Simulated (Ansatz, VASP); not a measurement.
## Ir: VASP beside Ansatz

File INCAR:

```
PREC = Accurate ; ENCUT = 600
EDIFF = 1E-7 ; ISMEAR = -1
SIGMA = 0.05 ; LREAL = False
LASPH = True ; NELM = 100
ALGO = Normal ; ISIF = 3
LWAVE = False ; LCHARG = False
GGA = RP ; IVDW = 12
IBRION = 2 ; NSW = 80
EDIFFG = -0.02
```

Contents of KPOINTS:

```
Automatic mesh
0
Gamma
  12 12 12
```

File POSCAR:

```
Ir
1.0
    0.0000000000      1.9156000000      1.9156000000
    1.9156000000      0.0000000000      1.9156000000
    1.9156000000      1.9156000000      0.0000000000
Ir
1
Direct
    0.0000000000      0.0000000000      0.0000000000
```

The input input.yaml:

```yaml
crystal:
  lattice:
    - [0.0, 1.9156, 1.9156]
    - [1.9156, 0.0, 1.9156]
    - [1.9156, 1.9156, 0.0]
  atoms:
    - { symbol: Ir, position: [0.0, 0.0, 0.0] }
kpoints:
  mp_grid: { grid: [12, 12, 12] }
scf:
  occupations: { method: fermi_dirac, width: 0.05 }
hamiltonian:
  xc: rpbe
  dispersion: d3bj
  pseudopotentials: { kind: all_electron, lapw: { basis_error: 0.001 } }
output:
  forces: true
  stress: true
relax:
  f_tol: 0.02
  max_steps: 60
  cell: {}
```

Alike in both runs: task relaxation of cell and atoms; functional RPBE; dispersion D3(BJ); k mesh 12 × 12 × 12; occupations fermi-dirac, width 0.05 eV; no spin polarisation.

|  | VASP | Ansatz |
| --- | --- | --- |
| version | VASP 6.6.1 | Ansatz 0.2.0 |
| potentials or method | VASP PAW PBE potentials, release 64 (Ir), cutoff 600 eV | all-electron LAPW, scalar-relativistic |

|  | VASP | Ansatz | Ansatz less VASP |
| --- | --- | --- | --- |
| relaxed volume (Å³/atom) | 12.99 | 12.96 | -0.032 |
| relaxed cell length with the largest relative difference (Å) | 2.639 | 2.637 | -0.0022 |

VASP's potentials were made for PBE, not for RPBE. Ansatz ran all-electron here, and VASP with PAW potentials.

Neither program's run includes spin-orbit coupling.
